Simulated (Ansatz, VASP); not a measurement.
This is a calculation of MoS2 for Ansatz 0.2.0.

The input input.yaml:

```yaml
crystal:
  lattice:
    - [3.1837189491, 0.0, 0.0]
    - [-1.5918594745, 2.7571814884, 0.0]
    - [0.0, 0.0, 34.47923848]
  atoms:
    - { symbol: Mo, position: [0.3333333333, 0.6666666667, 0.09355563] }
    - { symbol: Mo, position: [0.3333333333, 0.6666666667, 0.72090303] }
    - { symbol: Mo, position: [0.6666666667, 0.3333333333, 0.27909697] }
    - { symbol: Mo, position: [0.6666666667, 0.3333333333, 0.90644437] }
    - { symbol: S, position: [0.6666666667, 0.3333333333, 0.0485463] }
    - { symbol: S, position: [0.6666666667, 0.3333333333, 0.67591175] }
    - { symbol: S, position: [0.3333333333, 0.6666666667, 0.23408966] }
    - { symbol: S, position: [0.3333333333, 0.6666666667, 0.86143131] }
    - { symbol: S, position: [0.6666666667, 0.3333333333, 0.13856869] }
    - { symbol: S, position: [0.6666666667, 0.3333333333, 0.76591034] }
    - { symbol: S, position: [0.3333333333, 0.6666666667, 0.32408825] }
    - { symbol: S, position: [0.3333333333, 0.6666666667, 0.9514537] }
kpoints:
  mp_grid: { grid: [10, 10, 1] }
scf:
  occupations: { method: fermi_dirac, width: 0.05 }
hamiltonian:
  xc: pbe
  pseudopotentials: { kind: all_electron, lapw: { basis_error: 0.001 } }
output:
  forces: true
  stress: true
  eigenvalues: true
  populations: true
```

Potentials or basis: all-electron LAPW, scalar-relativistic.

Run with:

```sh
$ ansatz run input.yaml --threads 8 --pin off --max-ram 24576MiB --backend cpu --events-out ev --progress --plain --runs-dir out
```

Q: Translate it to VASP 6.6.1. Potentials there: VASP PAW PBE potentials, release 64 (Mo_sv, S).

A: As run (the cutoff follows the program's own potentials):

The input INCAR:

```
ALGO     = Normal         # electronic algorithm
EDIFF    = 1E-7           # SCF threshold, eV
ENCUT    = 520            # plane-wave cutoff, eV
GGA      = PE             # functional
ISIF     = 2              # what is computed and relaxed
ISMEAR   = -1             # smearing method
LASPH    = True           # aspherical terms in the spheres
LCHARG   = True           # write CHGCAR
LELF     = True           # ELF
LREAL    = False          # projectors in reciprocal space
LVHAR    = True         
LWAVE    = False          # write WAVECAR
NBANDS   = 64             # bands
NELM     = 80             # most SCF steps
PREC     = Accurate       # precision mode
SIGMA    = 0.05           # smearing width, eV
```

The input KPOINTS:

```
k-points
0
Gamma
  10 10 1
```

POSCAR

```
MoS2
1.0
    3.1837189491      0.0000000000      0.0000000000
   -1.5918594745      2.7571814884      0.0000000000
    0.0000000000      0.0000000000     34.4792384800
Mo S
4 8
Direct
    0.3333333333      0.6666666667      0.0935556300
    0.3333333333      0.6666666667      0.7209030300
    0.6666666667      0.3333333333      0.2790969700
    0.6666666667      0.3333333333      0.9064443700
    0.6666666667      0.3333333333      0.0485463000
    0.6666666667      0.3333333333      0.6759117500
    0.3333333333      0.6666666667      0.2340896600
    0.3333333333      0.6666666667      0.8614313100
    0.6666666667      0.3333333333      0.1385686900
    0.6666666667      0.3333333333      0.7659103400
    0.3333333333      0.6666666667      0.3240882500
    0.3333333333      0.6666666667      0.9514537000
```

Potentials or basis: VASP PAW PBE potentials, release 64 (Mo_sv, S).

Launch:

```sh
$ cat potpaw_PBE.64/Mo_sv/POTCAR potpaw_PBE.64/S/POTCAR > POTCAR
$ mpirun -np 1 vasp_std > vasp.out
```

Both were run:

|  | VASP | Ansatz | Ansatz less VASP |
| --- | --- | --- | --- |
| gap on the k mesh at the Fermi level (eV) | 1.25 | 1.24 | -0.012 |
| least direct gap on the mesh (eV) | 1.87 | 1.87 | -0.003 |
| rms of the force components (eV/Å) | 0.078 | 0.084 | +0.0065 |

Atom by atom the forces differ by 0.007 eV/Å (rms over components). Ansatz ran all-electron here, and VASP with PAW potentials.
